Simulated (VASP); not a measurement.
# Hf (P6/mmm) in VASP: further runs, part 2 of 2

VASP 6.6.1.

### 5 Single point, PBE

This run uses another cell than the first one, of 15.89 Å³/atom, 1.360 times its volume.

File INCAR:

```
ALGO     = Normal         # electronic algorithm
EDIFF    = 1E-7           # SCF threshold, eV
ENCUT    = 520            # plane-wave cutoff, eV
GGA      = PE             # functional
ISIF     = 2              # what is computed and relaxed
ISMEAR   = -1             # smearing method
LASPH    = T              # aspherical terms in the spheres
LCHARG   = F              # write CHGCAR
LREAL    = F              # projectors in reciprocal space
LWAVE    = F              # write WAVECAR
NBANDS   = 11             # bands
NELM     = 80             # most SCF steps
PREC     = Accurate       # precision mode
SIGMA    = 0.1            # smearing width, eV
```

File KPOINTS:

```
k-points
0
Gamma
  16 16 15
```

File POSCAR:

```
Hf
1.0
    2.6622413455      0.0000000000      0.0000000000
   -1.3311206727      2.3055686362      0.0000000000
    0.0000000000      0.0000000000      2.5883460721
Hf
1
Direct
    0.0000000000      0.0000000000      0.0000000000
```

Potentials or basis: VASP PAW PBE potentials, release 64 (Hf_pv).

On the command line:

```console
$ cat potpaw_PBE.64/Hf_pv/POTCAR > POTCAR
$ mpirun -np 1 vasp_std > vasp.out
```

OUTCAR:

```text
EDIFF = 1E-7
   ENCUT = 520
   GGA = PE
   ISIF = 2
   ISMEAR = -1
   LASPH = T
   LREAL = F
   NELM = 80
   PREC = Accurate

 ion  position               nearest neighbor table
   1  0.000  0.000  0.000-

  LATTYP: Found a hexagonal cell.
 ALAT       =     2.6622413455
 C/A-ratio  =     0.9722432102

  Lattice vectors:

 A1 = (   2.6622413455,   0.0000000000,   0.0000000000)
 A2 = (  -1.3311206727,   2.3055686362,   0.0000000000)
 A3 = (   0.0000000000,   0.0000000000,   2.5883460721)

Analysis of symmetry for initial positions (statically):
=====================================================================
 Subroutine PRICEL returns:
 Original cell was already a primitive cell.

 Routine SETGRP: Setting up the symmetry group for a
 hexagonal supercell.

 Subroutine GETGRP returns: Found 24 space group operations
 (whereof 24 operations were pure point group operations)
 out of a pool of 24 trial point group operations.

The static configuration has the point symmetry D_6h.

Analysis of symmetry for dynamics (positions and initial velocities):
=====================================================================
 Subroutine PRICEL returns:
 Original cell was already a primitive cell.

 Routine SETGRP: Setting up the symmetry group for a
 hexagonal supercell.

 Subroutine GETGRP returns: Found 24 space group operations
 (whereof 24 operations were pure point group operations)
 out of a pool of 24 trial point group operations.

The dynamic configuration has the point symmetry D_6h.

 Subroutine INISYM returns: Found 24 space group operations
 (whereof 24 operations are pure point group operations),
 and found     1 'primitive' translations

----------------------------------------------------------------------------------------

                                     Primitive cell

  volume of cell :      15.8872

  direct lattice vectors                    reciprocal lattice vectors
     2.662241346  0.000000000  0.000000000     0.375623345  0.216866239  0.000000000
    -1.331120673  2.305568636  0.000000000     0.000000000  0.433732479  0.000000000
     0.000000000  0.000000000  2.588346072     0.000000000  0.000000000  0.386347100

  length of vectors
     2.662241346  2.662241345  2.588346072     0.433732479  0.433732479  0.386347100

  position of ions in fractional coordinates (direct lattice)
     0.000000000  0.000000000  0.000000000

  ion indices of the primitive-cell ions
   primitive index   ion index
                 1           1

----------------------------------------------------------------------------------------

 KPOINTS: k-points

Automatic generation of k-mesh.
 Grid dimensions read from file:
 generate k-points for:   16   16   15

 Generating k-lattice:

  Cartesian coordinates                     Fractional coordinates (reciprocal lattice)
     0.023476459  0.013554140  0.000000000     0.062500000  0.000000000  0.000000000
     0.000000000  0.027108280  0.000000000     0.000000000  0.062500000  0.000000000
     0.000000000  0.000000000  0.025756473     0.000000000  0.000000000  0.066666667

  Length of vectors
     0.027108280  0.027108280  0.025756473

  Shift w.r.t. Gamma in fractional coordinates (k-lattice)
     0.000000000  0.000000000  0.000000000

 Subroutine IBZKPT returns following result:
 ===========================================

 Found    240 irreducible k-points:

 Following reciprocal coordinates:
            Coordinates               Weight
  0.000000  0.000000  0.000000      1.000000
  0.062500  0.000000  0.000000      6.000000
  0.125000  0.000000  0.000000      6.000000
  0.187500  0.000000  0.000000      6.000000
  0.250000  0.000000  0.000000      6.000000
  0.312500  0.000000  0.000000      6.000000
[... 16 lines left out ...]
  0.187500  0.187500  0.000000      6.000000
  0.250000  0.187500  0.000000     12.000000
 [... further k-points ...]
   k-points           NKPTS =    240   k-points in BZ     NKDIM =    240   number of bands    NBANDS=     11
   number of dos      NEDOS =    301   number of ions     NIONS =      1
   total plane-waves  NPLWV =   8000
   dimension x,y,z NGX =    20 NGY =   20 NGZ =   20
   dimension x,y,z NGXF=    40 NGYF=   40 NGZF=   40
   ions per type =               1
   NGX,Y,Z   is equivalent  to a cutoff of  12.49, 12.49, 12.85 a.u.
   NGXF,Y,Z  is equivalent  to a cutoff of  24.98, 24.98, 25.69 a.u.
 SYSTEM =  unknown system
   PREC   = accura    normal or accurate (medium, high low for compatibility)
   ISTART =      0    job   : 0-new  1-cont  2-samecut
   ICHARG =      2    charge: 1-file 2-atom 10-const
   ISPIN  =      1    spin polarized calculation?
   LNONCOLLINEAR =      F non collinear calculations
   LSORBIT =      F    spin-orbit coupling
   LASPH  =      T    aspherical Exc in radial PAW
   ENCUT  =  520.0 eV  38.22 Ry    6.18 a.u.   4.95  4.95  4.81*2*pi/ulx,y,z
   NELM   =     80;   NELMIN=  2; NELMDL= -5     # of ELM steps
   EDIFF  = 0.1E-06   stopping-criterion for ELM
   LREAL  =      F    real-space projection
   EDIFFG = 0.1E-05   stopping-criterion for IOM
   NSW    =      0    number of steps for IOM
   IBRION =     -1    ionic relax: 0-MD 1-quasi-New 2-CG
   NFREE  =      0    steps in history (QN), initial steepest desc. (CG)
   ISIF   =      2    stress and relaxation
   ISYM   =      2    0-nonsym 1-usesym 2-fastsym
   POTIM  = 0.5000    time-step for ionic-motion
   TEBEG  =    0.0;   TEEND  =   0.0 temperature during run
   PSTRESS=    0.0 pullay stress
   NELECT =      10.0000    total number of electrons
   NUPDOWN=      -1.0000    fix difference up-down
   EMIN   =  10.00;   EMAX   =-10.00  energy-range for DOS
   EFERMI =   0.00;   METHOD = LEGACY
   ISMEAR =    -1;   SIGMA  =   0.10  broadening in eV -4-tet -1-fermi 0-gaus
   EFERMI_NEDOS =   21; number of points for ismear=-14 and -15
   IALGO  =     38    algorithm
   IMIX   =      4    mixing-type and parameters
     AMIX     =   0.40;   BMIX     =  1.00
     AMIX_MAG =   1.60;   BMIX_MAG =  1.00
  volume/ion in A,a.u.               =      15.89       107.21
  Fermi-wavevector in a.u.,A,eV,Ry     =   1.403004  2.651293 26.781981  1.968420
  Thomas-Fermi vector in A             =   2.525709
   LORBIT       =      0    0 simple, 1 ext, 2 COOP (PROOUT), +10 PAW based schemes
   GGA     = PE    functional components
   LHFCALC =     F    Hartree Fock is set to
   AEXX    =    0.0000 exact exchange contribution
   IVDW    =     0    specifies the selected vdW correction
   LEPSILON=     F    determine dielectric tensor
   LRPA    =     F    only Hartree local field effects (RPA)
 non-spin polarized calculation
  energy-cutoff  :      520.00
  volume of cell :       15.89
 maximum number of plane-waves:       442
 NGX is ok and might be reduce to    20

 number of electron      10.0000003 magnetization

 Free energy of the ion-electron system (eV)
  ---------------------------------------------------
  ext. energy  EPLUGINS =         0.00000000
  ---------------------------------------------------
  free energy    TOTEN  =        -8.30754339 eV

  energy without entropy =       -8.29032816  energy(sigma->0) =       -8.29893577

 E-fermi :   7.1516     XC(G=0): -12.9068

 val. band max:        7.1480467068   @ k =   0.0625   0.0625   0.4000
 cond. band min:       7.1570609224   @ k =   0.1875   0.0625   0.0667
 fundamental gap:      0.0090142156
 Fermi energy:         7.1515775037

 k-point     1 :       0.0000    0.0000    0.0000
  band No.  band energies     occupation
      1     -21.6826      2.00000
      2     -21.3940      2.00000
      3     -21.3940      2.00000
      4      -0.6001      2.00000
      5       4.3499      2.00000
      6       8.9303      0.00000
      7       8.9303      0.00000
      8      17.1420      0.00000
      9      17.1420      0.00000
     10      20.5974      0.00000
     11      21.3128      0.00000
[... 309 lines left out ...]
 k-point    24 :       0.2500    0.1875    0.0000
  band No.  band energies     occupation
      1     -23.6986      2.00000
      2     -22.3887      2.00000
      3     -21.3513      2.00000
      4       4.1142      2.00000
      5       5.6680      2.00000
      6       7.3895      0.16949
      7      11.7314      0.00000
      8      14.7190      0.00000
      9      15.6528      0.00000
     10      21.2359      0.00000
     11      21.8602      0.00000

 [... further k-points ...]

------------------------ aborting loop because EDIFF is reached ----------------------------------------

  FORCE on cell =-STRESS in cart. coord.  units (eV):
  Direction    XX          YY          ZZ          XY          YZ          ZX
  --------------------------------------------------------------------------------------
  -------------------------------------------------------------------------------------
  Total        6.6999780      6.6999780      6.6575415      0.0000000      0.0000000      0.0000000
  in kB      675.6723317    675.6723316    671.3927403      0.0000000      0.0000000      0.0000000
  external PRESSURE =     674.2458012 kB  Pullay stress =       0.0000000 kB

 VOLUME and BASIS-vectors are now :
 -----------------------------------------------------------------------------
  energy-cutoff  :      520.00
  volume of cell :       15.89
      direct lattice vectors                 reciprocal lattice vectors
     2.662241346  0.000000000  0.000000000     0.375623345  0.216866239  0.000000000
    -1.331120673  2.305568636  0.000000000     0.000000000  0.433732479  0.000000000
     0.000000000  0.000000000  2.588346072     0.000000000  0.000000000  0.386347100

 POSITION                                       TOTAL-FORCE (eV/Angst)
 -----------------------------------------------------------------------------------
      0.00000      0.00000      0.00000         0.000000      0.000000      0.000000
 -----------------------------------------------------------------------------------
    total drift:                               -0.000000      0.000000      0.000000

  FREE ENERGIE OF THE ION-ELECTRON SYSTEM (eV)
  ---------------------------------------------------
  free  energy   TOTEN  =        -8.3075433865 eV

  energy  without entropy=       -8.2903281578  energy(sigma->0) =       -8.29893577
```

Wall time 13 s (1 thread of Intel Xeon 6975P-C (Granite Rapids), shared host); peak memory 0.15 GiB.

Results:

```yaml
Free_energy: -8.3075 eV
Pressure: 67.4 GPa
Band_gap_on_the_k_mesh: zero (band 5 reaches 7.92 eV, above the bottom of band 6 at 6.66 eV)
```

Levels at points of the mesh, in eV from the Fermi level:
| k point | band 1 | band 2 | band 3 | band 4 | band 5 | band 6 | band 7 | band 8 | band 9 | band 10 |
| --- | --- | --- | --- | --- | --- | --- | --- | --- | --- | --- |
| (0.00, 0.00, 0.00) | -28.83 | -28.55 | -28.55 | -7.75 | -2.80 | 1.78 | 1.78 | 9.99 | 9.99 | 13.45 |
| (0.50, 0.00, 0.00) | -31.45 | -29.21 | -28.46 | -4.63 | -1.25 | 2.57 | 3.55 | 8.54 | 10.96 | 14.13 |

Caveat: spin-orbit coupling is left out, which moves the levels of the heavy elements.

### 6 Single point, PBE

File INCAR:

```
SYSTEM = Hf
PREC = Accurate ; ENCUT = 520
EDIFF = 1E-6 ; ISMEAR = -1
SIGMA = 0.1 ; LREAL = .FALSE.
LASPH = .TRUE. ; NELM = 60
ALGO = Normal ; ISIF = 2
LWAVE = .FALSE. ; LCHARG = .TRUE.
GGA = PE ; LELF = .TRUE.
LVHAR = .TRUE. ; NBANDS = 11
```

File KPOINTS:

```
regular mesh
0
G
  16 16 15
  0 0 0
```

Edit POSCAR of step 5 so:

```diff
@@ -2,3 +2,3 @@
 1.0
-    2.6622413455      0.0000000000      0.0000000000
+    2.6622413454      0.0000000000      0.0000000000
    -1.3311206727      2.3055686362      0.0000000000
```

Potentials or basis: VASP PAW PBE potentials, release 64 (Hf_pv).

On the command line:

```console
$ cat potpaw_PBE.64/Hf_pv/POTCAR > POTCAR
$ mpirun -np 1 vasp_std > vasp.out
```

Wall time 11 s (1 thread of Intel Xeon 6975P-C (Granite Rapids), shared host); peak memory 0.15 GiB.

It converged, with:

* Free energy: -8.3075 eV
* Pressure: 67.5 GPa
* Band gap on the k mesh: zero (band 5 reaches 7.92 eV, above the bottom of band 6 at 6.66 eV)

Stress tensor (GPa, compression positive):
```
67.62  0.00  0.00
 0.00 67.62  0.00
 0.00  0.00 67.14
```

Levels at points of the mesh, in eV from the Fermi level:
| k point | band 3 | band 4 | band 5 | band 6 | band 7 | band 8 |
| --- | --- | --- | --- | --- | --- | --- |
| (0.00, 0.00, 0.00) | -28.55 | -7.75 | -2.80 | 1.78 | 1.78 | 9.99 |
| (0.50, 0.00, 0.00) | -28.46 | -4.63 | -1.25 | 2.57 | 3.55 | 8.54 |

Caveat: spin-orbit coupling is left out, which moves the levels of the heavy elements.

### 7 Overview

```csv
cell,gap on the mesh (eV),pressure (GPa)
"a = 2.410, b = 2.410, c = 2.322 Å, angles 90.0, 90.0, 120.0°, 1 atom",none,223.1
"a = 2.531, b = 2.531, c = 2.443 Å, angles 90.0, 90.0, 120.0°, 1 atom",none,129.9
"a = 2.662, b = 2.662, c = 2.588 Å, angles 90.0, 90.0, 120.0°, 1 atom",none,67.5
```

Alike in all rows: task single point; level PBE; potentials or basis VASP PAW PBE potentials, release 64 (Hf_pv); no spin polarisation; k mesh 16 × 16 × 15; cutoff (eV) 520; smearing fermi-dirac 0.1 eV.

Caveats: spin-orbit coupling is left out, which moves the levels of the heavy elements.

Total energies depend on the potentials used, so only differences within one code and one set of settings carry meaning.
